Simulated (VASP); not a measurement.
# Ti3Al5 (Cmmm) in VASP: further runs

Runs on Ti3Al5. Level: PBEsol. Tasks: single point.

Everything below comes from runs of VASP 6.6.1. Logs are shortened: lines on timing, memory, paths and dates and some standing lists are left out, and cuts for length are marked.

## Step 1: The cell of the first run

Symmetry: Cmmm, No. 65, orthorhombic system. Conventional cell: a = 5.252 Å, b = 5.732 Å, c = 8.297 Å, α = 90.00°, β = 90.00°, γ = 90.00°. Ti (site symmetry mmm) has 4 Ti at 2.63 to 2.87 Å and 8 Al at 2.83 Å within 3.5 Å. Ti (site symmetry mmm) has 12 Al at 2.63 to 2.87 Å within 3.5 Å. Ti (site symmetry mmm) has 4 Ti at 2.63 to 2.87 Å and 8 Al at 2.83 Å within 3.5 Å. Within 3.5 Å of Al (site symmetry 2) lie 6 Al at 2.63 to 2.87 Å and 6 Ti at 2.83 to 2.86 Å. Al (site symmetry mmm) has 4 Ti at 2.63 to 2.87 Å and 8 Al at 2.86 Å within 3.5 Å.

## Step 2: Single point, PBEsol (strain +0.0875 x Voigt [0, 0, 0, 0, 0, 1])

File INCAR:

```
SYSTEM = Ti3Al5
PREC = Accurate
ENCUT = 520
EDIFF = 1E-6
ISMEAR = 0
SIGMA = 0.15
LREAL = .FALSE.
LASPH = .TRUE.
NELM = 80
ALGO = Fast
ISIF = 2
LWAVE = .FALSE.
LCHARG = .FALSE.
GGA = PS
NBANDS = 36
```

File KPOINTS:

```
regular mesh
0
G
  10 10 6
  0 0 0
```

File POSCAR:

```
Ti3Al5
1.0
    3.8832951200      0.1698941615      0.0000000000
    0.1698941615      3.8832951200      0.0000000000
    0.0000000000      0.0000000000      8.2968849545
Ti Al
3 5
Direct
    0.0000000000      0.0000000000      0.5000000000
    0.5000000000      0.5000000000      0.0000000000
    0.5000000000      0.5000000000      0.5000000000
    0.0000000000      0.5000000000      0.2523516175
    0.0000000000      0.5000000000      0.7476483825
    0.5000000000      0.0000000000      0.2523516175
    0.5000000000      0.0000000000      0.7476483825
    0.0000000000      0.0000000000      0.0000000000
```

Potentials or basis: VASP PAW PBE potentials, release 64 (Ti_sv, Al).

Started as:

```console
$ cat potpaw_PBE.64/Ti_sv/POTCAR potpaw_PBE.64/Al/POTCAR > POTCAR
$ mpirun -np 1 vasp_std > vasp.out
```

OUTCAR:

```text
SYSTEM = Ti3Al5
   PREC = Accurate
   ENCUT = 520
   EDIFF = 1E-6
   ISMEAR = 0
   LREAL = .FALSE.
   LASPH = .TRUE.
   NELM = 80
   ISIF = 2
   GGA = PS

 ion  position               nearest neighbor table
   1  0.000  0.000  0.500-   3 2.63   3 2.63   6 2.83   7 2.83   4 2.83   4 2.83   5 2.83   5 2.83
                             6 2.83   7 2.83   3 2.87   3 2.87
   2  0.500  0.500  0.000-   8 2.63   8 2.63   6 2.86   7 2.86   6 2.86   7 2.86   4 2.86   4 2.86
                             5 2.86   5 2.86   8 2.87   8 2.87
   3  0.500  0.500  0.500-   1 2.63   1 2.63   6 2.83   7 2.83   4 2.83   6 2.83   7 2.83   5 2.83
                             4 2.83   5 2.83   1 2.87   1 2.87
   4  0.000  0.500  0.252-   6 2.63   6 2.63   1 2.83   1 2.83   3 2.83   3 2.83   8 2.86   2 2.86
                             2 2.86   8 2.86   6 2.87   6 2.87
   5  0.000  0.500  0.748-   7 2.63   7 2.63   1 2.83   1 2.83   3 2.83   3 2.83   8 2.86   2 2.86
                             2 2.86   8 2.86   7 2.87   7 2.87
   6  0.500  0.000  0.252-   4 2.63   4 2.63   3 2.83   1 2.83   1 2.83   3 2.83   8 2.86   2 2.86
                             2 2.86   8 2.86   4 2.87   4 2.87
   7  0.500  0.000  0.748-   5 2.63   5 2.63   3 2.83   1 2.83   1 2.83   3 2.83   8 2.86   2 2.86
                             2 2.86   8 2.86   5 2.87   5 2.87
   8  0.000  0.000  0.000-   2 2.63   2 2.63   6 2.86   7 2.86   4 2.86   4 2.86   5 2.86   5 2.86
                             6 2.86   7 2.86   2 2.87   2 2.87

  LATTYP: Found a base centered orthorhombic cell.
 ALAT       =     5.2515419980
 B/A-ratio  =     1.0915032680
 C/A-ratio  =     1.5798950018

  Lattice vectors:

 A1 = (  -0.1698941615,  -3.8832951200,   0.0000000000)
 A2 = (   3.8832951200,   0.1698941615,   0.0000000000)
 A3 = (   0.0000000000,   0.0000000000,   8.2968849545)

Analysis of symmetry for initial positions (statically):
=====================================================================
 Subroutine PRICEL returns:
 Original cell was already a primitive cell.

 Routine SETGRP: Setting up the symmetry group for a
 base centered orthorhombic supercell.

 Subroutine GETGRP returns: Found  8 space group operations
 (whereof  8 operations were pure point group operations)
 out of a pool of  8 trial point group operations.

The static configuration has the point symmetry D_2h.

Analysis of symmetry for dynamics (positions and initial velocities):
=====================================================================
 Subroutine PRICEL returns:
 Original cell was already a primitive cell.

 Routine SETGRP: Setting up the symmetry group for a
 base centered orthorhombic supercell.

 Subroutine GETGRP returns: Found  8 space group operations
 (whereof  8 operations were pure point group operations)
 out of a pool of  8 trial point group operations.

The dynamic configuration has the point symmetry D_2h.

 Subroutine INISYM returns: Found  8 space group operations
 (whereof  8 operations are pure point group operations),
 and found     1 'primitive' translations

----------------------------------------------------------------------------------------

                                     Primitive cell

  volume of cell :     124.8774

  direct lattice vectors                    reciprocal lattice vectors
     3.883295120  0.169894162  0.000000000     0.258007105 -0.011287811  0.000000000
     0.169894162  3.883295120  0.000000000    -0.011287811  0.258007105  0.000000000
     0.000000000  0.000000000  8.296884954     0.000000000  0.000000000  0.120527162

  length of vectors
     3.887009778  3.887009778  8.296884954     0.258253908  0.258253908  0.120527162

  position of ions in fractional coordinates (direct lattice)
     0.000000000  0.000000000  0.500000000
     0.500000000  0.500000000  0.000000000
     0.500000000  0.500000000  0.500000000
     0.000000000  0.500000000  0.252351617
     0.000000000  0.500000000  0.747648383
     0.500000000  0.000000000  0.252351617
     0.500000000  0.000000000  0.747648383
[... 58 lines left out ...]
      5     -24.3147      2.00000
      6     -24.2911      2.00000
[... 28 lines left out ...]
     35      11.4258      0.00000
     36      12.4871      0.00000

 k-point     3 :       0.2000    0.0000    0.0000
  band No.  band energies     occupation
      1     -47.8643      2.00000
      2     -47.7719      2.00000
      3     -47.4349      2.00000
      4     -24.3177      2.00000
      5     -24.2866      2.00000
      6     -24.2866      2.00000
[... 28 lines left out ...]
     35      11.7461      0.00000
     36      11.8050      0.00000

 k-point     4 :       0.3000    0.0000    0.0000
  band No.  band energies     occupation
      1     -47.8640      2.00000
      2     -47.7643      2.00000
      3     -47.4423      2.00000
      4     -24.3218      2.00000
      5     -24.2809      2.00000
      6     -24.2581      2.00000
[... 28 lines left out ...]
     35      11.2930      0.00000
     36      12.3386      0.00000

 k-point     5 :       0.4000    0.0000    0.0000
  band No.  band energies     occupation
      1     -47.8637      2.00000
      2     -47.7580      2.00000
      3     -47.4486      2.00000
      4     -24.3252      2.00000
      5     -24.2763      2.00000
      6     -24.2573      2.00000
[... 655 lines left out ...]
 k-point    22 :      -0.2000    0.2000    0.0000
  band No.  band energies     occupation
      1     -47.8639      2.00000
      2     -47.7620      2.00000
      3     -47.4447      2.00000
      4     -24.3213      2.00000
      5     -24.2798      2.00000
      6     -24.2580      2.00000
[... 28 lines left out ...]
     35      11.2830      0.00000
     36      11.6391      0.00000

 k-point    23 :       0.3000    0.3000    0.0000
  band No.  band energies     occupation
      1     -47.8633      2.00000
      2     -47.7649      2.00000
      3     -47.4400      2.00000
      4     -24.3970      2.00000
      5     -24.3285      2.00000
      6     -24.2792      2.00000
[... 28 lines left out ...]
     35      11.4303      0.00000
     36      11.7768      0.00000

 k-point    24 :       0.4000    0.3000    0.0000
  band No.  band energies     occupation
      1     -47.8631      2.00000
      2     -47.7615      2.00000
      3     -47.4431      2.00000
      4     -24.3858      2.00000
      5     -24.3313      2.00000
      6     -24.2765      2.00000
[... 28 lines left out ...]
     35      11.3647      0.00000
     36      11.6825      0.00000

 [... further k-points ...]

------------------------ aborting loop because EDIFF is reached ----------------------------------------

  FORCE on cell =-STRESS in cart. coord.  units (eV):
  Direction    XX          YY          ZZ          XY          YZ          ZX
  --------------------------------------------------------------------------------------
  -------------------------------------------------------------------------------------
  Total        1.3022675      1.3022675     -0.1683882     -6.9510759      0.0000000      0.0000000
  in kB       16.7080975     16.7080975     -2.1604218    -89.1823303      0.0000000      0.0000000
  external PRESSURE =      10.4185910 kB  Pullay stress =       0.0000000 kB

 VOLUME and BASIS-vectors are now :
 -----------------------------------------------------------------------------
  energy-cutoff  :      520.00
  volume of cell :      124.88
      direct lattice vectors                 reciprocal lattice vectors
     3.883295120  0.169894162  0.000000000     0.258007105 -0.011287811  0.000000000
     0.169894162  3.883295120  0.000000000    -0.011287811  0.258007105  0.000000000
     0.000000000  0.000000000  8.296884954     0.000000000  0.000000000  0.120527162

 POSITION                                       TOTAL-FORCE (eV/Angst)
 -----------------------------------------------------------------------------------
      0.00000      0.00000      4.14844         0.000000      0.000000      0.000000
      2.02659      2.02659      0.00000         0.000000      0.000000      0.000000
      2.02659      2.02659      4.14844         0.000000      0.000000      0.000000
      0.08495      1.94165      2.09373        -0.000000      0.000000     -0.018601
      0.08495      1.94165      6.20315        -0.000000      0.000000      0.018601
      1.94165      0.08495      2.09373         0.000000     -0.000000     -0.018601
      1.94165      0.08495      6.20315         0.000000      0.000000      0.018601
      0.00000      0.00000      0.00000         0.000000      0.000000      0.000000
 -----------------------------------------------------------------------------------
    total drift:                                0.000000      0.000000      0.000000

  FREE ENERGIE OF THE ION-ELECTRON SYSTEM (eV)
  ---------------------------------------------------
  free  energy   TOTEN  =       -48.4299358137 eV

  energy  without entropy=      -48.3703481212  energy(sigma->0) =      -48.40014197
```

Run time: 14 min. Hardware: 1 thread of Intel Xeon 6975P-C (Granite Rapids), shared host; peak memory 0.54 GiB.

Results:

| Quantity | Value |
| --- | --- |
| Free energy | -48.4299 eV |
| Pressure | 1.0 GPa |
| Largest force | 0.019 eV/Å |
| Band gap on the k mesh | zero (an odd number of electrons rules out a gap without spin polarisation) |

Forces in eV/Å, atoms in the order of the input:
```
Ti   0.000  0.000  0.000
Ti   0.000  0.000  0.000
Ti   0.000  0.000  0.000
Al   0.000  0.000 -0.019
Al   0.000  0.000  0.019
Al   0.000  0.000 -0.019
Al   0.000  0.000  0.019
Al   0.000  0.000  0.000
```

Levels at points of the mesh, in eV from the Fermi level:
```
           k point  band 23  band 24  band 25  band 26  band 27  band 28  band 29  band 30
(0.00, 0.00, 0.00)    -0.91    -0.64    -0.19     0.09     0.25     0.62     0.98     1.75
(0.50, 0.00, 0.00)    -0.52    -0.49    -0.01     0.31     0.42     0.76     1.00     1.38
(0.50, 0.50, 0.00)    -1.68    -1.47    -1.36    -0.90    -0.14     0.91     1.33     1.44
(0.00, 0.00, 0.50)    -0.91    -0.48    -0.12     0.41     0.61     0.66     0.68     1.65
(0.50, 0.00, 0.50)    -0.26    -0.22     0.04     0.13     0.38     0.59     0.81     1.49
(0.50, 0.50, 0.50)    -1.42    -1.10    -0.96    -0.73    -0.36     1.27     1.33     1.42
```

Caveat: the cell differs from its parent crystal (strain +0.0875 x Voigt [0, 0, 0, 0, 0, 1]); the PAW data sets were made with another functional, which shifts forces and pressure a little.

## Step 3: Single point, PBEsol (strain -0.0500 x Voigt [0, 0, 0, 0, 0, 1])

File INCAR:

```
SYSTEM = Ti3Al5
PREC = Accurate ; ENCUT = 520
EDIFF = 1E-6 ; ISMEAR = 0
SIGMA = 0.15 ; LREAL = .False.
LASPH = .True. ; NELM = 100
ALGO = Fast ; ISIF = 2
LWAVE = .False. ; LCHARG = .True.
GGA = PS ; LELF = .True.
LVHAR = .True. ; NBANDS = 36
```

File KPOINTS:

```
Automatic mesh
0
Gamma
  10 10 6
  0 0 0
```

Changes to POSCAR since step 2:

```diff
@@ -2,4 +2,4 @@
 1.0
-    3.8832951200      0.1698941615      0.0000000000
-    0.1698941615      3.8832951200      0.0000000000
+    3.8832951200     -0.0970823780      0.0000000000
+   -0.0970823780      3.8832951200      0.0000000000
     0.0000000000      0.0000000000      8.2968849545
```

Potentials or basis: VASP PAW PBE potentials, release 64 (Ti_sv, Al).

Started as:

```console
$ cat potpaw_PBE.64/Ti_sv/POTCAR potpaw_PBE.64/Al/POTCAR > POTCAR
$ mpirun -np 1 vasp_std > vasp.out
```

Wall time 13 min (1 thread of Intel Xeon 6975P-C (Granite Rapids), shared host); peak memory 0.53 GiB.

Results (log left out):

```yaml
Free_energy: -48.6360 eV
Pressure: 0.4 GPa
Largest_force: 0.006 eV/Å
Band_gap_on_the_k_mesh: zero (an odd number of electrons rules out a gap without spin polarisation)
```

Forces on the atoms (eV/Å):
```
Ti   0.000  0.000  0.000
Ti   0.000  0.000  0.000
Ti   0.000  0.000  0.000
Al   0.000  0.000 -0.006
Al   0.000  0.000  0.006
Al   0.000  0.000 -0.006
Al   0.000  0.000  0.006
Al   0.000  0.000  0.000
```

Stress tensor (GPa, compression positive):
```
 0.64  5.06  0.00
 5.06  0.64  0.00
 0.00  0.00 -0.14
```

Levels at points of the mesh, in eV from the Fermi level:
| k point | band 22 | band 23 | band 24 | band 25 | band 26 | band 27 | band 28 | band 29 |
| --- | --- | --- | --- | --- | --- | --- | --- | --- |
| (0.00, 0.00, 0.00) | -1.08 | -0.85 | -0.77 | -0.19 | 0.13 | 0.22 | 0.66 | 0.99 |
| (0.50, 0.00, 0.00) | -0.59 | -0.47 | -0.47 | 0.03 | 0.30 | 0.42 | 0.78 | 1.01 |
| (0.50, 0.50, 0.00) | -2.21 | -1.68 | -1.59 | -1.41 | -0.85 | -0.14 | 0.91 | 1.44 |
| (0.00, 0.00, 0.50) | -1.06 | -0.85 | -0.46 | -0.10 | 0.40 | 0.65 | 0.65 | 0.67 |
| (0.50, 0.00, 0.50) | -0.37 | -0.24 | -0.16 | -0.01 | 0.19 | 0.39 | 0.57 | 0.82 |
| (0.50, 0.50, 0.50) | -2.29 | -1.26 | -1.08 | -0.87 | -0.86 | -0.43 | 1.31 | 1.41 |

Caveat: the cell differs from its parent crystal (strain -0.0500 x Voigt [0, 0, 0, 0, 0, 1]); the PAW data sets were made with another functional, which shifts forces and pressure a little.

## Step 4: Single point, PBEsol (strain -0.1000 x Voigt [0, 0, 0, 0, 0, 1])

File INCAR:

```
SYSTEM = Ti3Al5
PREC     = Accurate       ! precision mode
ENCUT    = 520            ! plane-wave cutoff, eV
EDIFF    = 1E-6           ! SCF threshold, eV
ISMEAR   = 0              ! smearing method
SIGMA    = 0.15           ! smearing width, eV
LREAL    = .False.        ! projectors in reciprocal space
LASPH    = .True.         ! aspherical terms in the spheres
NELM     = 60             ! most SCF steps
ALGO     = Fast           ! electronic algorithm
ISIF     = 2              ! what is computed and relaxed
LWAVE    = .False.        ! write WAVECAR
LCHARG   = .False.        ! write CHGCAR
GGA      = PS             ! functional
NBANDS   = 36             ! bands
```

File KPOINTS:

```
regular mesh
0
Gamma
  10 10 6
  0 0 0
```

Changes to POSCAR since step 3:

```diff
@@ -2,4 +2,4 @@
 1.0
-    3.8832951200     -0.0970823780      0.0000000000
-   -0.0970823780      3.8832951200      0.0000000000
+    3.8832951200     -0.1941647560      0.0000000000
+   -0.1941647560      3.8832951200      0.0000000000
     0.0000000000      0.0000000000      8.2968849545
```

Started as:

```console
$ cat potpaw_PBE.64/Ti_sv/POTCAR potpaw_PBE.64/Al/POTCAR > POTCAR
$ mpirun -np 1 vasp_std > vasp.out
```

Run time: 18 min. Hardware: 1 thread of AMD EPYC 7R13 (Zen 3), shared host; peak memory 0.51 GiB.

The run converged. Its results:

```yaml
Free_energy: -48.3359 eV
Pressure: 1.4 GPa
Largest_force: 0.025 eV/Å
Band_gap_on_the_k_mesh: zero (an odd number of electrons rules out a gap without spin polarisation)
```

Forces on the atoms (eV/Å):
```
Ti   0.000  0.000  0.000
Ti   0.000  0.000  0.000
Ti   0.000  0.000  0.000
Al   0.000  0.000 -0.025
Al   0.000  0.000  0.025
Al   0.000  0.000 -0.025
Al   0.000  0.000  0.025
Al   0.000  0.000  0.000
```

Stress tensor (GPa, compression positive):
```
 2.14 10.18  0.00
10.18  2.14  0.00
 0.00  0.00 -0.23
```

Levels at points of the mesh, in eV from the Fermi level:
```csv
k point,band 24,band 25,band 26,band 27,band 28,band 29
"(0.00, 0.00, 0.00)",-0.60,-0.19,0.07,0.26,0.60,0.98
"(0.50, 0.00, 0.00)",-0.50,-0.04,0.32,0.43,0.75,1.00
"(0.50, 0.50, 0.00)",-1.40,-1.34,-0.92,-0.13,0.92,1.24
"(0.00, 0.00, 0.50)",-0.48,-0.12,0.41,0.60,0.67,0.69
"(0.50, 0.00, 0.50)",-0.25,0.06,0.11,0.37,0.60,0.80
"(0.50, 0.50, 0.50)",-1.11,-1.00,-0.68,-0.34,1.24,1.26
```

Caveat: the cell differs from its parent crystal (strain -0.1000 x Voigt [0, 0, 0, 0, 0, 1]); the PAW data sets were made with another functional, which shifts forces and pressure a little.

## Step 5: Single point, PBEsol (strain +0.0750 x Voigt [0, 0, 0, 0, 0, 1])

File INCAR:

```
ALGO = Fast
EDIFF = 1E-6
ENCUT = 520
GGA = PS
ISIF = 2
ISMEAR = 0
LASPH = True
LCHARG = False
LREAL = False
LWAVE = False
NBANDS = 36
NELM = 80
PREC = Accurate
SIGMA = 0.15
```

File KPOINTS:

```
k-points
0
Gamma
  10 10 6
```

Changes to POSCAR since step 4:

```diff
@@ -2,4 +2,4 @@
 1.0
-    3.8832951200     -0.1941647560      0.0000000000
-   -0.1941647560      3.8832951200      0.0000000000
+    3.8832951200      0.1456235670      0.0000000000
+    0.1456235670      3.8832951200      0.0000000000
     0.0000000000      0.0000000000      8.2968849545
```

Started as:

```console
$ cat potpaw_PBE.64/Ti_sv/POTCAR potpaw_PBE.64/Al/POTCAR > POTCAR
$ mpirun -np 1 vasp_std > vasp.out
```

It took 19 min on 1 thread of AMD EPYC 7R13 (Zen 3), shared host; peak memory 0.51 GiB.

It converged, with:

- Free energy: -48.5113 eV
- Pressure: 0.8 GPa
- Largest force: 0.013 eV/Å
- Band gap on the k mesh: zero (an odd number of electrons rules out a gap without spin polarisation)

Forces on the atoms (eV/Å):
```
Ti   0.000  0.000  0.000
Ti   0.000  0.000  0.000
Ti   0.000  0.000  0.000
Al   0.000  0.000 -0.013
Al   0.000  0.000  0.013
Al   0.000  0.000 -0.013
Al   0.000  0.000  0.013
Al   0.000  0.000  0.000
```

Stress tensor (GPa, compression positive):
```
 1.28 -7.64  0.00
-7.64  1.28  0.00
 0.00  0.00 -0.18
```

Levels at points of the mesh, in eV from the Fermi level:
| k point | band 23 | band 24 | band 25 | band 26 | band 27 | band 28 |
| --- | --- | --- | --- | --- | --- | --- |
| (0.00, 0.00, 0.00) | -0.89 | -0.69 | -0.19 | 0.10 | 0.24 | 0.63 |
| (0.50, 0.00, 0.00) | -0.50 | -0.48 | 0.00 | 0.31 | 0.42 | 0.77 |
| (0.50, 0.50, 0.00) | -1.65 | -1.54 | -1.37 | -0.88 | -0.14 | 0.91 |
| (0.00, 0.00, 0.50) | -0.89 | -0.47 | -0.11 | 0.40 | 0.63 | 0.66 |
| (0.50, 0.00, 0.50) | -0.25 | -0.20 | 0.03 | 0.15 | 0.38 | 0.58 |
| (0.50, 0.50, 0.50) | -1.37 | -1.09 | -0.93 | -0.78 | -0.39 | 1.29 |

Caveat: the cell differs from its parent crystal (strain +0.0750 x Voigt [0, 0, 0, 0, 0, 1]); the PAW data sets were made with another functional, which shifts forces and pressure a little.

## Step 6: Summary

| cell | gap on the mesh (eV) | pressure (GPa) | largest force (eV/Å) |
| --- | --- | --- | --- |
| a = 3.887, b = 3.887, c = 8.297 Å, angles 90.0, 90.0, 85.0°, 8 atoms | none | 1.0 | 0.02 |
| a = 3.885, b = 3.885, c = 8.297 Å, angles 90.0, 90.0, 92.9°, 8 atoms | none | 0.4 | 0.01 |
| a = 3.888, b = 3.888, c = 8.297 Å, angles 90.0, 90.0, 95.7°, 8 atoms | none | 1.4 | 0.03 |
| a = 3.886, b = 3.886, c = 8.297 Å, angles 90.0, 90.0, 85.7°, 8 atoms | none | 0.8 | 0.01 |

Alike in all rows: task single point; level PBEsol; potentials or basis VASP PAW PBE potentials, release 64 (Ti_sv, Al); no spin polarisation; k mesh 10 × 10 × 6; cutoff (eV) 520; smearing gaussian 0.15 eV.

Caveats: the PAW data sets were made with another functional, which shifts forces and pressure a little.

Absolute energies hang on the potentials; compare differences alone.
